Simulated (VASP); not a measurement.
# BaAlC3N3 (Fm-3m) in VASP: a series of runs

BaAlC3N3 is run at these levels: PBE; tasks: single point.

All numbers are computed with VASP 6.6.1; they aren't measurements. Logs are shortened: lines on timing, memory, paths and dates and some standing lists are left out, and cuts for length are marked.

**1. The cell of the first run**

Symmetry: Fm-3m, No. 225, cubic system. The conventional cell has a = 10.015 Å, b = 10.015 Å, c = 10.015 Å, α = 90.00°, β = 90.00°, γ = 90.00°. Within 4.7 Å of Ba (site symmetry -43m) lie 12 N at 3.58 Å and 12 C at 3.60 Å and 8 Al at 4.34 Å. Within 2.5 Å of Al (site symmetry m-3m) lie 6 C at 1.87 Å. Within 2.6 Å of Al (site symmetry m-3m) lie 6 N at 1.96 Å. C (site symmetry 4mm) has 1 N at 1.17 Å within 1.6 Å. Within 1.6 Å of N (site symmetry 4mm) lie 1 C at 1.17 Å.

**2. Single point, PBE**

The input, INCAR:

```
SYSTEM = BaAlC3N3
PREC = Accurate ; ENCUT = 520
EDIFF = 1E-7 ; ISMEAR = 0
SIGMA = 0.1 ; LREAL = Auto
LASPH = .TRUE. ; NELM = 80
ALGO = Fast ; ISIF = 2
LWAVE = .FALSE. ; LCHARG = .TRUE.
GGA = PE ; LELF = .TRUE.
LVHAR = .TRUE. ; NBANDS = 54
```

The input, KPOINTS:

```
Automatic mesh
0
G
  4 4 4
  0 0 0
```

The input, POSCAR:

```
BaAlC3N3
1.0
    0.0000000000      5.0075000000      5.0075000000
    5.0075000000      0.0000000000      5.0075000000
    5.0075000000      5.0075000000      0.0000000000
Ba Al C N
2 2 6 6
Direct
    0.2500000000      0.2500000000      0.2500000000
    0.7500000000      0.7500000000      0.7500000000
    0.0000000000      0.0000000000      0.0000000000
    0.5000000000      0.5000000000      0.5000000000
    0.8127808300      0.1872191700      0.1872191700
    0.1872191700      0.8127808300      0.1872191700
    0.1872191700      0.1872191700      0.8127808300
    0.1872191700      0.8127808300      0.8127808300
    0.8127808300      0.1872191700      0.8127808300
    0.8127808300      0.8127808300      0.1872191700
    0.6959560700      0.3040439300      0.3040439300
    0.3040439300      0.6959560700      0.3040439300
    0.3040439300      0.3040439300      0.6959560700
    0.3040439300      0.6959560700      0.6959560700
    0.6959560700      0.3040439300      0.6959560700
    0.6959560700      0.6959560700      0.3040439300
```

Potentials or basis: VASP PAW PBE potentials, release 64 (Ba_sv, Al, C, N).

Launch:

```sh
cat potpaw_PBE.64/Ba_sv/POTCAR potpaw_PBE.64/Al/POTCAR potpaw_PBE.64/C/POTCAR potpaw_PBE.64/N/POTCAR > POTCAR
mpirun -np 1 vasp_std > vasp.out
```

OUTCAR:

```text
SYSTEM = BaAlC3N3
   PREC = Accurate
   ENCUT = 520
   EDIFF = 1E-7
   ISMEAR = 0
   LREAL = Auto
   LASPH = .TRUE.
   NELM = 80
   ISIF = 2
   GGA = PE

 ion  position               nearest neighbor table
   1  0.250  0.250  0.250-
   2  0.750  0.750  0.750-
   3  0.000  0.000  0.000-   5 1.87   6 1.87   7 1.87   8 1.87   9 1.87  10 1.87
   4  0.500  0.500  0.500-  11 1.96  12 1.96  13 1.96  14 1.96  15 1.96  16 1.96
   5  0.813  0.187  0.187-  11 1.17   3 1.87
   6  0.187  0.813  0.187-  12 1.17   3 1.87
   7  0.187  0.187  0.813-  13 1.17   3 1.87
   8  0.187  0.813  0.813-  14 1.17   3 1.87
   9  0.813  0.187  0.813-  15 1.17   3 1.87
  10  0.813  0.813  0.187-  16 1.17   3 1.87
  11  0.696  0.304  0.304-   5 1.17   4 1.96
  12  0.304  0.696  0.304-   6 1.17   4 1.96
  13  0.304  0.304  0.696-   7 1.17   4 1.96
  14  0.304  0.696  0.696-   8 1.17   4 1.96
  15  0.696  0.304  0.696-   9 1.17   4 1.96
  16  0.696  0.696  0.304-  10 1.17   4 1.96

  LATTYP: Found a face centered cubic cell.
 ALAT       =    10.0150000000

  Lattice vectors:

 A1 = (   0.0000000000,   5.0075000000,   5.0075000000)
 A2 = (   5.0075000000,   0.0000000000,   5.0075000000)
 A3 = (   5.0075000000,   5.0075000000,   0.0000000000)

Analysis of symmetry for initial positions (statically):
=====================================================================
 Subroutine PRICEL returns:
 Original cell was already a primitive cell.

 Routine SETGRP: Setting up the symmetry group for a
 face centered cubic supercell.

 Subroutine GETGRP returns: Found 48 space group operations
 (whereof 48 operations were pure point group operations)
 out of a pool of 48 trial point group operations.

The static configuration has the point symmetry O_h .

Analysis of symmetry for dynamics (positions and initial velocities):
=====================================================================
 Subroutine PRICEL returns:
 Original cell was already a primitive cell.

 Routine SETGRP: Setting up the symmetry group for a
 face centered cubic supercell.

 Subroutine GETGRP returns: Found 48 space group operations
 (whereof 48 operations were pure point group operations)
 out of a pool of 48 trial point group operations.

The dynamic configuration has the point symmetry O_h .

[... 112 lines left out ...]
   NSW    =      0    number of steps for IOM
   IBRION =     -1    ionic relax: 0-MD 1-quasi-New 2-CG
   NFREE  =      0    steps in history (QN), initial steepest desc. (CG)
   ISIF   =      2    stress and relaxation
   ISYM   =      2    0-nonsym 1-usesym 2-fastsym
   POTIM  = 0.5000    time-step for ionic-motion
   TEBEG  =    0.0;   TEEND  =   0.0 temperature during run
   PSTRESS=    0.0 pullay stress
   NELECT =      80.0000    total number of electrons
   NUPDOWN=      -1.0000    fix difference up-down
   EMIN   =  10.00;   EMAX   =-10.00  energy-range for DOS
   EFERMI =   0.00;   METHOD = LEGACY
   ISMEAR =     0;   SIGMA  =   0.10  broadening in eV -4-tet -1-fermi 0-gaus
   EFERMI_NEDOS =   21; number of points for ismear=-14 and -15
   IALGO  =     68    algorithm
   IMIX   =      4    mixing-type and parameters
     AMIX     =   0.40;   BMIX     =  1.00
     AMIX_MAG =   1.60;   BMIX_MAG =  1.00
  volume/ion in A,a.u.               =      15.70       105.92
  Fermi-wavevector in a.u.,A,eV,Ry     =   1.118083  2.112870 17.008760  1.250109
  Thomas-Fermi vector in A             =   2.254711
   LORBIT       =      0    0 simple, 1 ext, 2 COOP (PROOUT), +10 PAW based schemes
   GGA     = PE    functional components
   LHFCALC =     F    Hartree Fock is set to
   AEXX    =    0.0000 exact exchange contribution
   IVDW    =     0    specifies the selected vdW correction
   LEPSILON=     F    determine dielectric tensor
   LRPA    =     F    only Hartree local field effects (RPA)
 non-spin polarized calculation
 RMM-DIIS sequential band-by-band and
 Gauss-broadening in eV      SIGMA  =   0.10
  energy-cutoff  :      520.00
  volume of cell :      251.13
 maximum number of plane-waves:      6811
 NGX is ok and might be reduce to    54
   NGX = 27   NGY = 27   NGZ = 27

 number of electron      80.0000007 magnetization

 Free energy of the ion-electron system (eV)
  ---------------------------------------------------
  ext. energy  EPLUGINS =         0.00000000
  ---------------------------------------------------
  free energy    TOTEN  =      -115.12485594 eV

  energy without entropy =     -115.10565562  energy(sigma->0) =     -115.11525578

 E-fermi :   5.1370     XC(G=0):  -9.0053

 val. band max:        5.0843894649   @ k =   0.5000   0.0000   0.0000
 cond. band min:       5.2246825287   @ k =   0.0000   0.0000   0.0000
 fundamental gap:      0.1402930637
 Fermi energy:         5.1369809669

 k-point     1 :       0.0000    0.0000    0.0000
  band No.  band energies     occupation
      1     -25.8074      2.00000
      2     -25.7988      2.00000
      3     -15.4817      2.00000
      4     -15.0867      2.00000
      5     -15.0867      2.00000
      6     -15.0867      2.00000
[... 429 lines left out ...]
     51       7.4644      0.00000
     52       7.9131      0.00000
 [bands above 52 left out]

------------------------ aborting loop because EDIFF is reached ----------------------------------------

  FORCE on cell =-STRESS in cart. coord.  units (eV):
  Direction    XX          YY          ZZ          XY          YZ          ZX
  --------------------------------------------------------------------------------------
  -------------------------------------------------------------------------------------
  Total       15.2077576     15.2077576     15.2077576     -0.0000000     -0.0000000     -0.0000000
  in kB       97.0248307     97.0248307     97.0248307     -0.0000000     -0.0000000     -0.0000000
  external PRESSURE =      97.0248307 kB  Pullay stress =       0.0000000 kB

 VOLUME and BASIS-vectors are now :
 -----------------------------------------------------------------------------
  energy-cutoff  :      520.00
  volume of cell :      251.13
      direct lattice vectors                 reciprocal lattice vectors
     0.000000000  5.007500000  5.007500000    -0.099850225  0.099850225  0.099850225
     5.007500000  0.000000000  5.007500000     0.099850225 -0.099850225  0.099850225
     5.007500000  5.007500000  0.000000000     0.099850225  0.099850225 -0.099850225

 POSITION                                       TOTAL-FORCE (eV/Angst)
 -----------------------------------------------------------------------------------
      2.50375      2.50375      2.50375         0.000000     -0.000000     -0.000000
      7.51125      7.51125      7.51125         0.000000     -0.000000     -0.000000
      0.00000      0.00000      0.00000         0.000000     -0.000000     -0.000000
      5.00750      5.00750      5.00750         0.000000     -0.000000     -0.000000
      1.87500      5.00750      5.00750        -2.202853     -0.000000      0.000000
      5.00750      1.87500      5.00750         0.000000     -2.202853      0.000000
[... 8 lines left out ...]
      5.00750      6.97000      5.00750         0.000000     -4.975535      0.000000
      5.00750      5.00750      6.97000         0.000000     -0.000000     -4.975535
 -----------------------------------------------------------------------------------
    total drift:                               -0.000000     -0.000000     -0.000000

  FREE ENERGIE OF THE ION-ELECTRON SYSTEM (eV)
  ---------------------------------------------------
  free  energy   TOTEN  =      -115.1248559450 eV

  energy  without entropy=     -115.1056556209  energy(sigma->0) =     -115.11525578
```

OSZICAR:

```text
N       E                     dE             d eps       ncg     rms          rms(c)
DAV:   1     0.464473938176E+03    0.46447E+03   -0.37593E+04   864   0.131E+03
DAV:   2    -0.880736224683E+02   -0.55255E+03   -0.53087E+03  1172   0.282E+02
DAV:   3    -0.130329072806E+03   -0.42255E+02   -0.41570E+02  1072   0.816E+01
[... 24 lines left out ...]
RMM:  28    -0.115124856146E+03   -0.47714E-06   -0.66342E-06   784   0.133E-03    0.297E-03
RMM:  29    -0.115124855897E+03    0.24852E-06   -0.35272E-06   964   0.198E-03    0.203E-03
RMM:  30    -0.115124855902E+03   -0.40463E-08   -0.23066E-06   813   0.146E-03    0.148E-03
RMM:  31    -0.115124855903E+03   -0.19081E-08   -0.12825E-06   828   0.127E-03    0.968E-04
RMM:  32    -0.115124855945E+03   -0.41570E-07   -0.83043E-07   757   0.892E-04
   1 F= -.11512486E+03 E0= -.11511526E+03  d E =-.192003E-01
```

It took 14 min on 1 thread of Oxide Virtual Turin-like, shared host; peak memory 0.4 GiB.

What came out:

| Property | Result |
| --- | --- |
| Free energy | -115.1249 eV |
| Pressure | 9.7 GPa |
| Largest force | 4.976 eV/Å |
| Band gap on the k mesh | zero (bands 40 and 41 overlap by 1.69 eV) |

Forces on the atoms (eV/Å):
```
Ba   0.000  0.000  0.000
Ba   0.000  0.000  0.000
Al   0.000  0.000  0.000
Al   0.000  0.000  0.000
C   -2.203  0.000  0.000
C    0.000 -2.203  0.000
C    0.000  0.000 -2.203
C    2.203  0.000  0.000
C    0.000  2.203  0.000
C    0.000  0.000  2.203
N    4.976  0.000  0.000
N    0.000  4.976  0.000
N    0.000  0.000  4.976
N   -4.976  0.000  0.000
N    0.000 -4.976  0.000
N    0.000  0.000 -4.976
```

Caveat: the cell stands under pressure; spin-orbit coupling is left out, which moves the levels of the heavy elements; forces of over 1 eV/Å act on the atoms, so gaps and moduli don't describe the material at rest.

**3. Single point, PBE**

This run uses another cell than the first one, of 16.66 Å³/atom.

The input, INCAR:

```
ALGO = Fast
EDIFF = 1E-7
ENCUT = 520
GGA = PE
ISIF = 2
ISMEAR = 0
LASPH = True
LCHARG = True
LELF = True
LREAL = Auto
LVHAR = True
LWAVE = False
NBANDS = 54
NELM = 60
PREC = Accurate
SIGMA = 0.1
```

The input, KPOINTS:

```
k-points
0
Gamma
  4 4 4
```

The input, POSCAR:

```
BaAlC3N3
1.0
    0.0000000000      5.1081662877      5.1081662877
    5.1081662877      0.0000000000      5.1081662877
    5.1081662877      5.1081662877      0.0000000000
Ba Al C N
2 2 6 6
Direct
    0.2500000000      0.2500000000      0.2500000000
    0.7500000000      0.7500000000      0.7500000000
    0.0000000000      0.0000000000      0.0000000000
    0.5000000000      0.5000000000      0.5000000000
    0.8047803274      0.1952196726      0.1952196726
    0.1952196726      0.8047803274      0.1952196726
    0.1952196726      0.1952196726      0.8047803274
    0.1952196726      0.8047803274      0.8047803274
    0.8047803274      0.1952196726      0.8047803274
    0.8047803274      0.8047803274      0.1952196726
    0.6868677375      0.3131322625      0.3131322625
    0.3131322625      0.6868677375      0.3131322625
    0.3131322625      0.3131322625      0.6868677375
    0.3131322625      0.6868677375      0.6868677375
    0.6868677375      0.3131322625      0.6868677375
    0.6868677375      0.6868677375      0.3131322625
```

Potentials or basis: VASP PAW PBE potentials, release 64 (Ba_sv, Al, C, N).

Launch:

```sh
cat potpaw_PBE.64/Ba_sv/POTCAR potpaw_PBE.64/Al/POTCAR potpaw_PBE.64/C/POTCAR potpaw_PBE.64/N/POTCAR > POTCAR
mpirun -np 1 vasp_std > vasp.out
```

Run time: 11 min. Hardware: 1 thread of Oxide Virtual Turin-like, shared host; peak memory 0.4 GiB.

Results (log left out):

| Item | Value |
| --- | --- |
| Free energy | -116.4190 eV |
| Pressure | 0.6 GPa |
| Largest force | 0.249 eV/Å |
| Band gap on the k mesh | zero (bands 40 and 41 overlap by 1.62 eV) |

Forces on the atoms (eV/Å):
```
Ba   0.000  0.000  0.000
Ba   0.000  0.000  0.000
Al   0.000  0.000  0.000
Al   0.000  0.000  0.000
C   -0.203  0.000  0.000
C    0.000 -0.203  0.000
C    0.000  0.000 -0.203
C    0.203  0.000  0.000
C    0.000  0.203  0.000
C    0.000  0.000  0.203
N    0.249  0.000  0.000
N    0.000  0.249  0.000
N    0.000  0.000  0.249
N   -0.249  0.000  0.000
N    0.000 -0.249  0.000
N    0.000  0.000 -0.249
```

Levels at points of the mesh, in eV from the Fermi level:
```
           k point  band 38  band 39  band 40  band 41  band 42  band 43  band 44  band 45
(0.00, 0.00, 0.00)    -4.66    -1.00    -1.00    -1.00    -0.22     0.15     0.15     0.59
(0.50, 0.00, 0.00)    -4.77    -0.07    -0.03    -0.03     0.47     0.47     0.66     0.88
(0.50, 0.50, 0.00)    -4.61    -0.81     0.62     0.62     0.64     0.67     0.94     1.26
```

Caveat: spin-orbit coupling is left out, which moves the levels of the heavy elements.

(Part 1 of 2 ends here.)

The gap in the log of VASP goes by the Fermi energy; the results here count the filled bands.